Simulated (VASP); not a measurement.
OCo2, 3 atoms in the cell. The cell holds a cluster in a box, 3 atoms: a = 10.222 Å, b = 9.127 Å, c = 9.586 Å, α = 90.00°, β = 90.00°, γ = 90.00°. 

```yaml
Program: VASP 6.6.1
Task: single point
Functional: PBE
Potentials_or_basis: VASP PAW PBE potentials, release 64 (O, Co)
Cutoff: 520 eV
k_mesh: 1 × 1 × 1
Occupations: fermi-dirac, width 0.1 eV
Spin: collinear spin, antiferromagnetic start
Starting_moments: "[0.0, 3.0, -3.0] μB"
Dipole_correction: no
Further_INCAR_settings: ALGO = Normal; EDIFF = 1e-07; NBANDS = 23
```

Potentials or basis: VASP PAW PBE potentials, release 64 (O, Co).

The run is started by

```bash
$ cat potpaw_PBE.64/O/POTCAR potpaw_PBE.64/Co/POTCAR > POTCAR
$ mpirun -np 1 vasp_gam > vasp.out
```

Hardware: 1 thread of Intel(R) Xeon(R) 6975P-C (Granite Rapids) (shared host).

**Question.** How long does it take, and how much memory?

**Answer.** It took 3.3 min on 1 thread of Intel(R) Xeon(R) 6975P-C (Granite Rapids), on a shared host, peak memory 1.1 GiB. Counts: scf iterations 57, k points 1.
